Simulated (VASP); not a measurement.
A run of VASP 6.6.1 is set up as follows.

The input POSCAR:

```
Tc
1.0
    3.8500000000      0.0000000000      0.0000000000
    0.0000000000      3.8500000000      0.0000000000
    0.0000000000      0.0000000000      3.8500000000
Tc
4
Direct
    0.0000000000      0.0000000000      0.0000000000
    0.0000000000      0.5000000000      0.5000000000
    0.5000000000      0.0000000000      0.5000000000
    0.5000000000      0.5000000000      0.0000000000
```

File INCAR.step1:

```
SYSTEM = Tc
  PREC = Accurate
  ENCUT = 600
  ISMEAR = 0
  SIGMA = 0.05
  LREAL = .False.
  LASPH = .True.
  NELM = 80
  GGA = PE
  ALGO = Normal
  EDIFF = 1E-4
  LWAVE = .True.
  LCHARG = .False.
```

File INCAR.step2:

```
SYSTEM = Tc
  PREC = Accurate
  ENCUT = 600
  EDIFF = 1E-6
  ISMEAR = 0
  SIGMA = 0.05
  LREAL = .False.
  LASPH = .True.
  NELM = 80
  ALGO = Normal
  ISIF = 3
  LWAVE = .False.
  LCHARG = .False.
  METAGGA = R2SCAN
  LMIXTAU = .True.
  IBRION = 2
  NSW = 80
  EDIFFG = -0.01
  ISTART = 1
```

The input KPOINTS:

```
Automatic mesh
0
Gamma
  5 5 5
  0 0 0
```

Potentials or basis: VASP PAW PBE potentials, release 64 (Tc_pv).

Run with:

```console
$ cat potpaw_PBE.64/Tc_pv/POTCAR > POTCAR
$ cp INCAR.step1 INCAR
$ mpirun -np 1 vasp_std > vasp.out
$ cp INCAR.step2 INCAR
$ mpirun -np 1 vasp_std > vasp.out
```

(1) What does it give for the space group after relaxing (to 0.1 Å)?

(2) What does it give for the band gap on the k mesh?

(3) What does it give for the relaxed cell?

(4) Predict the relaxed volume.

Results:

(1) Fm-3m (No. 225).

(2) zero (bands 26 and 27 overlap by 3.84 eV).

(3) a = 3.859 Å, b = 3.859 Å, c = 3.859 Å, α = 90.00°, β = 90.00°, γ = 90.00°.

(4) 14.36 Å³/atom.

Caveat: the PAW data sets were made with another functional, which shifts forces and pressure a little.
